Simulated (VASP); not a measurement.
# Al2As (CdCl2 type) (R-3m) in VASP: electric field gradients with PBEsol

Aim: the electric field gradients of Al2As (CdCl2 type) with PBEsol.

Program: VASP 6.6.1. These are calculated values, not measurements. Logs are shortened: lines on timing, memory, paths and dates and some standing lists are left out, and cuts for length are marked.

**1. The cell of the first run**

The structure is trigonal, space group R-3m (No. 166). The conventional cell has a = 3.577 Å, b = 3.577 Å, c = 15.553 Å, α = 90.00°, β = 90.00°, γ = 120.00°. As (site symmetry -3m) has 6 Al at 2.59 Å within 3.4 Å. Al (site symmetry 3m) has 3 As at 2.59 Å and 3 Al at 2.91 Å within 3.4 Å.

**2. Electric field gradients, PBEsol**

INCAR

```
PREC = Accurate
ENCUT = 520
EDIFF = 1E-8
ISMEAR = -1
SIGMA = 0.05
LREAL = F
LASPH = T
NELM = 100
ALGO = Normal
ISIF = 2
LWAVE = F
LCHARG = F
GGA = PS
LEFG = T
NBANDS = 12
```

KPOINTS

```
regular mesh
0
Gamma
  13 13 13
```

POSCAR

```
Al2As
1.0
    1.7884064050     -1.0325369194      5.1841926024
    0.0000000000      2.0650738386      5.1841926024
   -1.7884064050     -1.0325369194      5.1841926024
As Al
1 2
Direct
    0.0000000000      0.0000000000      0.0000000000
    0.2323951235      0.2323951235      0.2323951235
    0.7676048765      0.7676048765      0.7676048765
```

Potentials or basis: VASP PAW PBE potentials, release 64 (As, Al).

Command:

```bash
$ cat potpaw_PBE.64/As/POTCAR potpaw_PBE.64/Al/POTCAR > POTCAR
$ mpirun -np 1 vasp_std > vasp.out
```

OUTCAR:

```text
PREC = Accurate
   ENCUT = 520
   EDIFF = 1E-8
   ISMEAR = -1
   LREAL = F
   LASPH = T
   NELM = 100
   ISIF = 2
   GGA = PS

 ion  position               nearest neighbor table
   1  0.000  0.000  0.000-   3 2.59   2 2.59   3 2.59   2 2.59   3 2.59   2 2.59
   2  0.232  0.232  0.232-   1 2.59   1 2.59   1 2.59   3 2.91   3 2.91   3 2.91
   3  0.768  0.768  0.768-   1 2.59   1 2.59   1 2.59   2 2.91   2 2.91   2 2.91

  LATTYP: Found a trigonal (rhomboedric) cell.
 ALAT       =     5.5803568791
 COS(alpha) =     0.7945820076

  Lattice vectors:

 A1 = (   1.7884064050,  -1.0325369194,   5.1841926024)
 A2 = (   0.0000000000,   2.0650738386,   5.1841926024)
 A3 = (  -1.7884064050,  -1.0325369194,   5.1841926024)

Analysis of symmetry for initial positions (statically):
=====================================================================
 Subroutine PRICEL returns:
 Original cell was already a primitive cell.

 Routine SETGRP: Setting up the symmetry group for a
 trigonal (rhombohedral) supercell.

 Subroutine GETGRP returns: Found 12 space group operations
 (whereof 12 operations were pure point group operations)
 out of a pool of 12 trial point group operations.

The static configuration has the point symmetry D_3d.

Analysis of symmetry for dynamics (positions and initial velocities):
=====================================================================
 Subroutine PRICEL returns:
 Original cell was already a primitive cell.

 Routine SETGRP: Setting up the symmetry group for a
 trigonal (rhombohedral) supercell.

 Subroutine GETGRP returns: Found 12 space group operations
 (whereof 12 operations were pure point group operations)
 out of a pool of 12 trial point group operations.

The dynamic configuration has the point symmetry D_3d.

 Subroutine INISYM returns: Found 12 space group operations
 (whereof 12 operations are pure point group operations),
 and found     1 'primitive' translations

----------------------------------------------------------------------------------------

                                     Primitive cell

  volume of cell :      57.4386

  direct lattice vectors                    reciprocal lattice vectors
     1.788406405 -1.032536919  5.184192602     0.279578511 -0.161414729  0.064298023
     0.000000000  2.065073839  5.184192602     0.000000000  0.322829457  0.064298023
    -1.788406405 -1.032536919  5.184192602    -0.279578511 -0.161414729  0.064298023

  length of vectors
     5.580356879  5.580356879  5.580356879     0.329170312  0.329170312  0.329170312

  position of ions in fractional coordinates (direct lattice)
     0.000000000  0.000000000  0.000000000
     0.232395123  0.232395123  0.232395123
     0.767604877  0.767604877  0.767604877

  ion indices of the primitive-cell ions
   primitive index   ion index
                 1           1
                 2           2
                 3           3

----------------------------------------------------------------------------------------

 KPOINTS: regular mesh

Automatic generation of k-mesh.
 Grid dimensions read from file:
 generate k-points for:   13   13   13

 Generating k-lattice:

  Cartesian coordinates                     Fractional coordinates (reciprocal lattice)
     0.021506039 -0.012416518  0.004946002     0.076923077 -0.000000000  0.000000000
     0.000000000  0.024833035  0.004946002    -0.000000000  0.076923077 -0.000000000
    -0.021506039 -0.012416518  0.004946002     0.000000000 -0.000000000  0.076923077

  Length of vectors
     0.025320793  0.025320793  0.025320793

  Shift w.r.t. Gamma in fractional coordinates (k-lattice)
     0.000000000  0.000000000  0.000000000

 Subroutine IBZKPT returns following result:
 ===========================================

 Found    231 irreducible k-points:

 Following reciprocal coordinates:
            Coordinates               Weight
  0.000000  0.000000  0.000000      1.000000
  0.076923  0.000000  0.000000      6.000000
  0.153846  0.000000 -0.000000      6.000000
  0.230769  0.000000  0.000000      6.000000
  0.307692  0.000000 -0.000000      6.000000
  0.384615  0.000000  0.000000      6.000000
[... 16 lines left out ...]
  0.384615  0.153846  0.000000     12.000000
  0.461538  0.153846 -0.000000     12.000000
 [... further k-points ...]
   k-points           NKPTS =    231   k-points in BZ     NKDIM =    231   number of bands    NBANDS=     12
   number of dos      NEDOS =    301   number of ions     NIONS =      3
   total plane-waves  NPLWV =  74088
   dimension x,y,z NGX =    42 NGY =   42 NGZ =   42
   dimension x,y,z NGXF=    84 NGYF=   84 NGZF=   84
   ions per type =               1   2
   NGX,Y,Z   is equivalent  to a cutoff of  12.51, 12.51, 12.51 a.u.
   NGXF,Y,Z  is equivalent  to a cutoff of  25.02, 25.02, 25.02 a.u.
 SYSTEM =  unknown system
   PREC   = accura    normal or accurate (medium, high low for compatibility)
   ISTART =      0    job   : 0-new  1-cont  2-samecut
   ICHARG =      2    charge: 1-file 2-atom 10-const
   ISPIN  =      1    spin polarized calculation?
   LNONCOLLINEAR =      F non collinear calculations
   LSORBIT =      F    spin-orbit coupling
   LASPH  =      T    aspherical Exc in radial PAW
   ENCUT  =  520.0 eV  38.22 Ry    6.18 a.u.  10.38 10.38 10.38*2*pi/ulx,y,z
   NELM   =    100;   NELMIN=  2; NELMDL= -5     # of ELM steps
   EDIFF  = 0.1E-07   stopping-criterion for ELM
   LREAL  =      F    real-space projection
   EDIFFG = 0.1E-06   stopping-criterion for IOM
   NSW    =      0    number of steps for IOM
   IBRION =     -1    ionic relax: 0-MD 1-quasi-New 2-CG
   NFREE  =      0    steps in history (QN), initial steepest desc. (CG)
   ISIF   =      2    stress and relaxation
   ISYM   =      2    0-nonsym 1-usesym 2-fastsym
   POTIM  = 0.5000    time-step for ionic-motion
   TEBEG  =    0.0;   TEEND  =   0.0 temperature during run
   PSTRESS=    0.0 pullay stress
   NELECT =      11.0000    total number of electrons
   NUPDOWN=      -1.0000    fix difference up-down
   EMIN   =  10.00;   EMAX   =-10.00  energy-range for DOS
   EFERMI =   0.00;   METHOD = LEGACY
   ISMEAR =    -1;   SIGMA  =   0.05  broadening in eV -4-tet -1-fermi 0-gaus
   EFERMI_NEDOS =   21; number of points for ismear=-14 and -15
   IALGO  =     38    algorithm
   IMIX   =      4    mixing-type and parameters
     AMIX     =   0.40;   BMIX     =  1.00
     AMIX_MAG =   1.60;   BMIX_MAG =  1.00
  volume/ion in A,a.u.               =      19.15       129.21
  Fermi-wavevector in a.u.,A,eV,Ry     =   0.943636  1.783213 12.115283  0.890448
  Thomas-Fermi vector in A             =   2.071362
   LORBIT       =      0    0 simple, 1 ext, 2 COOP (PROOUT), +10 PAW based schemes
   GGA     = PS    functional components
   LHFCALC =     F    Hartree Fock is set to
   AEXX    =    0.0000 exact exchange contribution
   IVDW    =     0    specifies the selected vdW correction
   LEPSILON=     F    determine dielectric tensor
   LRPA    =     F    only Hartree local field effects (RPA)
 non-spin polarized calculation
  energy-cutoff  :      520.00
  volume of cell :       57.44
 maximum number of plane-waves:      1572
 NGX is ok and might be reduce to    42
   NGX = 21   NGY = 21   NGZ = 21

 number of electron      10.9999999 magnetization

 Free energy of the ion-electron system (eV)
  ---------------------------------------------------
  ext. energy  EPLUGINS =         0.00000000
  ---------------------------------------------------
  free energy    TOTEN  =       -13.16395527 eV

  energy without entropy =      -13.15538763  energy(sigma->0) =      -13.15967145

 E-fermi :   6.1098     XC(G=0):  -9.9707

 val. band max:        6.0637024869   @ k =  -0.3846  -0.4615   0.3077
 cond. band min:       6.1141456469   @ k =  -0.3077  -0.4615   0.1538
 fundamental gap:      0.0504431600
 Fermi energy:         6.1097828769

 k-point     1 :       0.0000    0.0000    0.0000
  band No.  band energies     occupation
      1      -6.8839      2.00000
      2       0.2284      2.00000
      3       0.2818      2.00000
      4       6.5070      0.00071
      5       6.5070      0.00071
      6       9.9619      0.00000
      7      10.1704      0.00000
      8      10.1704      0.00000
      9      12.2033      0.00000
     10      12.8580      0.00000
     11      12.8580      0.00000
     12      13.2154      0.00000

 k-point     2 :       0.0769    0.0000    0.0000
  band No.  band energies     occupation
      1      -6.8062      2.00000
      2       0.0897      2.00000
      3       0.5844      2.00000
      4       5.7737      1.99759
      5       6.3352      0.02179
      6       9.3953      0.00000
      7      10.1213      0.00000
      8      10.5656      0.00000
      9      12.0782      0.00000
     10      12.3754      0.00000
     11      12.5075      0.00000
     12      13.4907      0.00000

 k-point     3 :       0.1538    0.0000   -0.0000
  band No.  band energies     occupation
      1      -6.5768      2.00000
      2       0.0956      2.00000
      3       1.0525      2.00000
      4       4.3901      2.00000
      5       5.9368      1.93908
      6       8.1075      0.00000
      7       9.7855      0.00000
      8      10.4802      0.00000
      9      11.7775      0.00000
     10      12.5361      0.00000
     11      12.8697      0.00000
     12      13.5779      0.00000
[... 286 lines left out ...]
 k-point    23 :       0.3846    0.1538    0.0000
  band No.  band energies     occupation
      1      -5.5042      2.00000
      2       0.1835      2.00000
      3       1.3393      2.00000
      4       3.4624      2.00000
      5       3.7865      2.00000
      6       6.1559      0.56861
      7       7.2420      0.00000
      8       9.5111      0.00000
      9      10.9440      0.00000
     10      12.5013      0.00000
     11      13.1494      0.00000
     12      14.1946      0.00000

 k-point    24 :       0.4615    0.1538   -0.0000
  band No.  band energies     occupation
      1      -5.0238      2.00000
      2       0.1505      2.00000
      3       0.9571      2.00000
      4       3.0342      2.00000
      5       4.0938      2.00000
      6       6.0399      1.60358
      7       6.5827      0.00016
      8       7.9379      0.00000
      9      10.6434      0.00000
     10      12.9038      0.00000
     11      13.2873      0.00000
     12      14.7766      0.00000

 [... further k-points ...]
[... 5 lines left out ...]
  --------------------------------------------------------------------------------------
  -------------------------------------------------------------------------------------
  Total        0.0886232      0.0886232      0.0872825     -0.0000000     -0.0000000      0.0000000
  in kB        2.4720294      2.4720294      2.4346342     -0.0000000     -0.0000000      0.0000000
  external PRESSURE =       2.4595643 kB  Pullay stress =       0.0000000 kB

 VOLUME and BASIS-vectors are now :
 -----------------------------------------------------------------------------
  energy-cutoff  :      520.00
  volume of cell :       57.44
      direct lattice vectors                 reciprocal lattice vectors
     1.788406405 -1.032536919  5.184192602     0.279578511 -0.161414729  0.064298023
     0.000000000  2.065073839  5.184192602     0.000000000  0.322829457  0.064298023
    -1.788406405 -1.032536919  5.184192602    -0.279578511 -0.161414729  0.064298023

 POSITION                                       TOTAL-FORCE (eV/Angst)
 -----------------------------------------------------------------------------------
      0.00000      0.00000      0.00000         0.000000      0.000000      0.000000
      0.00000     -0.00000      3.61434        -0.000000      0.000000     -0.025640
      0.00000     -0.00000     11.93823        -0.000000     -0.000000      0.025640
 -----------------------------------------------------------------------------------
    total drift:                               -0.000000     -0.000000      0.000000

  FREE ENERGIE OF THE ION-ELECTRON SYSTEM (eV)
  ---------------------------------------------------
  free  energy   TOTEN  =       -13.1639552720 eV

  energy  without entropy=      -13.1553876316  energy(sigma->0) =      -13.15967145

 Electric field gradients (V/A^2)
---------------------------------------------------------------------
 ion       V_xx      V_yy      V_zz      V_xy      V_xz      V_yz
---------------------------------------------------------------------
   1     -26.907   -26.907    53.813     0.000    -0.000     0.000
   2       4.171     4.171    -8.342     0.000     0.000     0.000
   3       4.171     4.171    -8.342     0.000     0.000     0.000
---------------------------------------------------------------------

 Electric field gradients after diagonalization (V/A^2)
 (convention: |V_zz| > |V_xx| > |V_yy|)
----------------------------------------------------------------------
 ion       V_xx      V_yy      V_zz     asymmetry (V_yy - V_xx)/ V_zz
----------------------------------------------------------------------
   1     -26.907   -26.907    53.813       0.000
   2       4.171     4.171    -8.342       0.000
   3       4.171     4.171    -8.342       0.000
----------------------------------------------------------------------

           NMR quadrupolar parameters

 Cq : quadrupolar parameter    Cq=e*Q*V_zz/h
 eta: asymmetry parameters     (V_yy - V_xx)/ V_zz
 Q  : nuclear electric quadrupole moment in mb (millibarn)
----------------------------------------------------------------------
 ion       Cq(MHz)       eta       Q (mb)
----------------------------------------------------------------------
   1       0.130       0.000       1.000
   2      -0.020       0.000       1.000
   3      -0.020       0.000       1.000
----------------------------------------------------------------------
```

Run time: 3.9 min. Hardware: 1 thread of AMD EPYC 9R14 (Zen 4), shared host; peak memory 0.33 GiB.

What came out:

```
Free energy                             : -13.1640 eV
Pressure                                : 0.2 GPa
Largest force                           : 0.026 eV/Å
Band gap on the k mesh                  : zero (an odd number of electrons rules out a gap without spin polarisation)
Largest electric field gradient by atom : As +53.8; Al -8.3 V/Å²
```

Forces on the atoms (eV/Å):
```
As   0.000  0.000  0.000
Al   0.000  0.000 -0.026
Al   0.000  0.000  0.026
```

Electric field gradients, principal values (V/Å²):
```
atom    least   middle  greatest (by size)
1 As  -26.907  -26.907              53.813
2 Al    4.171    4.171              -8.342
3 Al    4.171    4.171              -8.342
```

Caveat: without QUAD_EFG the Cq values of the log hold for a quadrupole moment of 1 mb, not for the nuclei; the PAW data sets were made with another functional, which shifts forces and pressure a little.
